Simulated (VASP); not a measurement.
# Cl (Cmce) in VASP: settings compared

The runs below take Cl through single point, relaxation of cell and atoms, with r2SCAN+rVV10, PBE, LDA, r2SCAN, PBE+D3(BJ).

Program: VASP 6.6.1. These are calculated values, not measurements. Logs are shortened: lines on timing, memory, paths and dates and some standing lists are left out, and cuts for length are marked.

## Step 1: The cell of the first run

The structure is orthorhombic, space group Cmce (No. 64). The conventional cell has a = 6.250 Å, b = 4.014 Å, c = 8.147 Å, α = 90.00°, β = 90.00°, γ = 90.00°. Within 2.7 Å of Cl (site symmetry m) lie 1 Cl at 2.02 Å.

## Step 2: Single point, r2SCAN+rVV10

Contents of POSCAR:

```
Cl
1.0
    3.1252370394     -2.0072451632      0.0000000000
    3.1252370394      2.0072451632      0.0000000000
    0.0000000000      0.0000000000      8.1465600009
Cl
4
Direct
    0.8756350364      0.1243649636      0.6074783301
    0.1243649636      0.8756350364      0.3925216699
    0.6243649636      0.3756350364      0.1074783301
    0.3756350364      0.6243649636      0.8925216699
```

Contents of INCAR.step1:

```
  PREC = Accurate
  ENCUT = 520
  ISMEAR = -1
  SIGMA = 0.02
  LREAL = F
  LASPH = T
  NELM = 100
  NBANDS = 22
  GGA = PE
  ALGO = Normal
  EDIFF = 1E-4
  LWAVE = T
  LCHARG = F
```

Contents of INCAR.step2:

```
  PREC = Accurate
  ENCUT = 520
  EDIFF = 1E-6
  ISMEAR = -1
  SIGMA = 0.02
  LREAL = F
  LASPH = T
  NELM = 100
  ALGO = Normal
  ISIF = 2
  LWAVE = F
  LCHARG = F
  METAGGA = R2SCAN
  LMIXTAU = T
  LUSE_VDW = T
  IVDW_NL = 2
  BPARAM = 11.95
  CPARAM = 0.0093
  NBANDS = 22
  ISTART = 1
```

Contents of KPOINTS:

```
regular mesh
0
Gamma
  6 6 4
```

Potentials or basis: VASP PAW PBE potentials, release 64 (Cl).

On the command line:

```sh
$ cat potpaw_PBE.64/Cl/POTCAR > POTCAR
$ cp INCAR.step1 INCAR
$ mpirun -np 1 vasp_std > vasp.out
$ cp INCAR.step2 INCAR
$ mpirun -np 1 vasp_std > vasp.out
```

OUTCAR:

```text
PREC = Accurate
   ENCUT = 520
   EDIFF = 1E-6
   ISMEAR = -1
   LREAL = F
   LASPH = T
   NELM = 100
   ISIF = 2
   METAGGA = R2SCAN
   IVDW_NL = 2
   BPARAM = 11.95
   ISTART = 1

 ion  position               nearest neighbor table
   1  0.876  0.124  0.607-   2 2.02
   2  0.124  0.876  0.393-   1 2.02
   3  0.624  0.376  0.107-   4 2.02
   4  0.376  0.624  0.893-   3 2.02

  LATTYP: Found a base centered orthorhombic cell.
 ALAT       =     4.0144903264
 B/A-ratio  =     1.5569782390
 C/A-ratio  =     2.0292887362

  Lattice vectors:

 A1 = (  -3.1252370394,  -2.0072451632,   0.0000000000)
 A2 = (   3.1252370394,  -2.0072451632,   0.0000000000)
 A3 = (   0.0000000000,   0.0000000000,   8.1465600009)

Analysis of symmetry for initial positions (statically):
=====================================================================
 Subroutine PRICEL returns:
 Original cell was already a primitive cell.

 Routine SETGRP: Setting up the symmetry group for a
 base centered orthorhombic supercell.

 Subroutine GETGRP returns: Found  8 space group operations
 (whereof  4 operations were pure point group operations)
 out of a pool of  8 trial point group operations.

The static configuration has the point symmetry C_2h.
 The point group associated with its full space group is D_2h.

Analysis of symmetry for dynamics (positions and initial velocities):
=====================================================================
 Subroutine PRICEL returns:
 Original cell was already a primitive cell.

 Routine SETGRP: Setting up the symmetry group for a
 base centered orthorhombic supercell.

 Subroutine GETGRP returns: Found  8 space group operations
 (whereof  4 operations were pure point group operations)
 out of a pool of  8 trial point group operations.

The dynamic configuration has the point symmetry C_2h.
 The point group associated with its full space group is D_2h.

 Subroutine INISYM returns: Found  8 space group operations
 (whereof  4 operations are pure point group operations),
 and found     1 'primitive' translations

----------------------------------------------------------------------------------------

                                     Primitive cell

  volume of cell :     102.2086

  direct lattice vectors                    reciprocal lattice vectors
     3.125237039 -2.007245163  0.000000000     0.159987865 -0.249097624  0.000000000
     3.125237039  2.007245163  0.000000000     0.159987865  0.249097624  0.000000000
     0.000000000  0.000000000  8.146560001     0.000000000  0.000000000  0.122751198

  length of vectors
     3.714315509  3.714315509  8.146560001     0.296050237  0.296050237  0.122751198

  position of ions in fractional coordinates (direct lattice)
     0.875635036  0.124364964  0.607478330
     0.124364964  0.875635036  0.392521670
     0.624364964  0.375635036  0.107478330
     0.375635036  0.624364964  0.892521670

  ion indices of the primitive-cell ions
   primitive index   ion index
                 1           1
                 2           2
                 3           3
                 4           4

----------------------------------------------------------------------------------------

 KPOINTS: regular mesh

Automatic generation of k-mesh.
 Grid dimensions read from file:
 generate k-points for:    6    6    4

 Generating k-lattice:

  Cartesian coordinates                     Fractional coordinates (reciprocal lattice)
     0.026664644 -0.041516271  0.000000000     0.166666667  0.000000000  0.000000000
     0.026664644  0.041516271  0.000000000     0.000000000  0.166666667  0.000000000
     0.000000000  0.000000000  0.030687800     0.000000000  0.000000000  0.250000000

  Length of vectors
     0.049341706  0.049341706  0.030687800

  Shift w.r.t. Gamma in fractional coordinates (k-lattice)
     0.000000000  0.000000000  0.000000000

 Subroutine IBZKPT returns following result:
 ===========================================

 Found     39 irreducible k-points:

 Following reciprocal coordinates:
            Coordinates               Weight
  0.000000  0.000000  0.000000      1.000000
  0.166667 -0.000000  0.000000      4.000000
  0.333333  0.000000  0.000000      4.000000
  0.500000 -0.000000  0.000000      2.000000
  0.166667  0.166667  0.000000      2.000000
  0.333333  0.166667  0.000000      4.000000
[... 16 lines left out ...]
  0.333333  0.333333  0.250000      4.000000
  0.500000  0.333333  0.250000      8.000000
 [... further k-points ...]
   k-points           NKPTS =     39   k-points in BZ     NKDIM =     39   number of bands    NBANDS=     22
   number of dos      NEDOS =    301   number of ions     NIONS =      4
   total plane-waves  NPLWV =  50176
   dimension x,y,z NGX =    28 NGY =   28 NGZ =   64
   dimension x,y,z NGXF=    56 NGYF=   56 NGZF=  128
   ions per type =               4
   NGX,Y,Z   is equivalent  to a cutoff of  12.53, 12.53, 13.06 a.u.
   NGXF,Y,Z  is equivalent  to a cutoff of  25.06, 25.06, 26.12 a.u.
 SYSTEM =  unknown system
   PREC   = accura    normal or accurate (medium, high low for compatibility)
   ISTART =      1    job   : 0-new  1-cont  2-samecut
   ICHARG =      0    charge: 1-file 2-atom 10-const
   ISPIN  =      1    spin polarized calculation?
   LNONCOLLINEAR =      F non collinear calculations
   LSORBIT =      F    spin-orbit coupling
   LASPH  =      T    aspherical Exc in radial PAW
   ENCUT  =  520.0 eV  38.22 Ry    6.18 a.u.   6.91  6.91 15.15*2*pi/ulx,y,z
   NELM   =    100;   NELMIN=  2; NELMDL=  0     # of ELM steps
   EDIFF  = 0.1E-05   stopping-criterion for ELM
   LREAL  =      F    real-space projection
   EDIFFG = 0.1E-04   stopping-criterion for IOM
   NSW    =      0    number of steps for IOM
   IBRION =     -1    ionic relax: 0-MD 1-quasi-New 2-CG
   NFREE  =      0    steps in history (QN), initial steepest desc. (CG)
   ISIF   =      2    stress and relaxation
   ISYM   =      2    0-nonsym 1-usesym 2-fastsym
   POTIM  = 0.5000    time-step for ionic-motion
   TEBEG  =    0.0;   TEEND  =   0.0 temperature during run
   PSTRESS=    0.0 pullay stress
   NELECT =      28.0000    total number of electrons
   NUPDOWN=      -1.0000    fix difference up-down
   EMIN   =  10.00;   EMAX   =-10.00  energy-range for DOS
   EFERMI =   0.00;   METHOD = LEGACY
   ISMEAR =    -1;   SIGMA  =   0.02  broadening in eV -4-tet -1-fermi 0-gaus
   EFERMI_NEDOS =   21; number of points for ismear=-14 and -15
   IALGO  =     38    algorithm
   IMIX   =      4    mixing-type and parameters
     AMIX     =   0.40;   BMIX     =  1.00
     AMIX_MAG =   1.60;   BMIX_MAG =  1.00
  volume/ion in A,a.u.               =      25.55       172.43
  Fermi-wavevector in a.u.,A,eV,Ry     =   1.063241  2.009234 15.381127  1.130481
  Thomas-Fermi vector in A             =   2.198719
   LORBIT       =      0    0 simple, 1 ext, 2 COOP (PROOUT), +10 PAW based schemes
   METAGGA = R2SCAN    functional components
   LHFCALC =     F    Hartree Fock is set to
   AEXX    =    0.0000 exact exchange contribution
   IVDW_NL    =     2    kernel type
   BPARAM     =11.9500
   IVDW    =     0    specifies the selected vdW correction
   LEPSILON=     F    determine dielectric tensor
   LRPA    =     F    only Hartree local field effects (RPA)
 non-spin polarized calculation
  energy-cutoff  :      520.00
  volume of cell :      102.21
 maximum number of plane-waves:      2786
   NGX = 13   NGY = 13   NGZ = 31

 number of electron      28.0000005 magnetization

 Free energy of the ion-electron system (eV)
  ---------------------------------------------------
  ext. energy  EPLUGINS =         0.00000000
  ---------------------------------------------------
  free energy    TOTEN  =       -23.80785186 eV

  energy without entropy =      -23.80785186  energy(sigma->0) =      -23.80785186

 E-fermi :   0.4890     XC(G=0):  -8.8915

 val. band max:        0.0794700535   @ k =   0.0000   0.0000   0.0000
 cond. band min:       2.6621422934   @ k =   0.0000   0.0000   0.0000
 fundamental gap:      2.5826722398
 Fermi energy:         0.4890161987

 k-point     1 :       0.0000    0.0000    0.0000
  band No.  band energies     occupation
      1     -17.5726      2.00000
      2     -17.2087      2.00000
      3     -13.5658      2.00000
      4     -12.5407      2.00000
      5      -5.9214      2.00000
      6      -4.3914      2.00000
[... 14 lines left out ...]
     21      11.4679      0.00000
     22      11.5550      0.00000

 k-point     2 :       0.1667   -0.0000    0.0000
  band No.  band energies     occupation
      1     -17.4924      2.00000
      2     -17.1717      2.00000
      3     -13.4903      2.00000
      4     -12.6074      2.00000
      5      -5.8949      2.00000
      6      -4.5418      2.00000
[... 14 lines left out ...]
     21      10.8441      0.00000
     22      11.6250      0.00000

 k-point     3 :       0.3333    0.0000    0.0000
  band No.  band energies     occupation
      1     -17.3057      2.00000
      2     -17.1136      2.00000
      3     -13.2960      2.00000
      4     -12.7937      2.00000
      5      -5.8107      2.00000
      6      -5.0147      2.00000
[... 14 lines left out ...]
     21      11.4000      0.00000
     22      12.1623      0.00000
[... 476 lines left out ...]
 k-point    23 :       0.3333    0.3333    0.2500
  band No.  band energies     occupation
      1     -17.3063      2.00000
      2     -17.0878      2.00000
      3     -13.2210      2.00000
      4     -12.6254      2.00000
      5      -5.5697      2.00000
      6      -4.7451      2.00000
[... 14 lines left out ...]
     21      11.0402      0.00000
     22      11.5956      0.00000

 k-point    24 :       0.5000    0.3333    0.2500
  band No.  band energies     occupation
      1     -17.2209      2.00000
      2     -17.0428      2.00000
      3     -13.1545      2.00000
      4     -12.6842      2.00000
      5      -5.5300      2.00000
      6      -4.8755      2.00000
[... 14 lines left out ...]
     21      11.0558      0.00000
     22      11.9052      0.00000

 [... further k-points ...]

------------------------ aborting loop because EDIFF is reached ----------------------------------------

  FORCE on cell =-STRESS in cart. coord.  units (eV):
  Direction    XX          YY          ZZ          XY          YZ          ZX
  --------------------------------------------------------------------------------------
  -------------------------------------------------------------------------------------
  Total       -0.0614104     -0.2151786     -0.5819556      0.0000000      0.0000000      0.0000000
  in kB       -0.9626422     -3.3730447     -9.1224780      0.0000000      0.0000000      0.0000000
  external PRESSURE =      -4.4860549 kB  Pullay stress =       0.0000000 kB

 VOLUME and BASIS-vectors are now :
 -----------------------------------------------------------------------------
  energy-cutoff  :      520.00
  volume of cell :      102.21
      direct lattice vectors                 reciprocal lattice vectors
     3.125237039 -2.007245163  0.000000000     0.159987865 -0.249097624  0.000000000
     3.125237039  2.007245163  0.000000000     0.159987865  0.249097624  0.000000000
     0.000000000  0.000000000  8.146560001     0.000000000  0.000000000  0.122751198

 POSITION                                       TOTAL-FORCE (eV/Angst)
 -----------------------------------------------------------------------------------
      3.12524     -1.50798      4.94886         0.000000     -0.087906     -0.159932
      3.12524      1.50798      3.19770         0.000000      0.087906      0.159932
      3.12524     -0.49926      0.87558         0.000000      0.087906     -0.159932
      3.12524      0.49926      7.27098         0.000000     -0.087906      0.159932
 -----------------------------------------------------------------------------------
    total drift:                                0.000000      0.000000      0.000000

  FREE ENERGIE OF THE ION-ELECTRON SYSTEM (eV)
  ---------------------------------------------------
  free  energy   TOTEN  =       -23.8078518551 eV

  energy  without entropy=      -23.8078518551  energy(sigma->0) =      -23.80785186
```

Wall time 2.6 min (1 thread of Intel Xeon 6975P-C (Granite Rapids), shared host); peak memory 0.43 GiB.

Results:

```yaml
Free_energy: -23.8079 eV
Pressure: -0.4 GPa
Largest_force: 0.182 eV/Å
Band_gap_on_the_k_mesh: 2.58 eV
```

Forces on the atoms (eV/Å):
```
Cl   0.000 -0.088 -0.160
Cl   0.000  0.088  0.160
Cl   0.000  0.088 -0.160
Cl   0.000 -0.088  0.160
```

Stress tensor (GPa, compression positive):
```
-0.10  0.00  0.00
 0.00 -0.34  0.00
 0.00  0.00 -0.91
```

Levels at points of the mesh, in eV from the valence-band top:
```
           k point  band 10  band 11  band 12  band 13  band 14  band 15  band 16  band 17  band 18  band 19
(0.00, 0.00, 0.00)    -2.26    -0.98    -0.44    -0.11     0.00     2.58     3.58     7.63     7.74     8.99
(0.50, 0.00, 0.00)    -2.71    -1.00    -1.00    -0.31    -0.31     3.32     3.32     8.53     8.53    10.94
(0.50, 0.50, 0.00)    -2.86    -1.67    -1.24    -0.52    -0.28     2.66     3.31     8.79     8.81     9.42
(0.00, 0.00, 0.50)    -2.31    -0.86    -0.86    -0.06    -0.06     3.02     3.02     8.00     8.00     9.97
(0.50, 0.00, 0.50)    -2.76    -0.72    -0.72    -0.07    -0.07     3.00     3.00     8.84     8.84    10.29
(0.50, 0.50, 0.50)    -2.85    -1.00    -1.00    -0.93    -0.93     2.92     2.92     9.41     9.41    10.39
```

Caveat: the PAW data sets were made with another functional, which shifts forces and pressure a little. A k mesh can miss the band edges.

(Continued in part 2 of 2.)
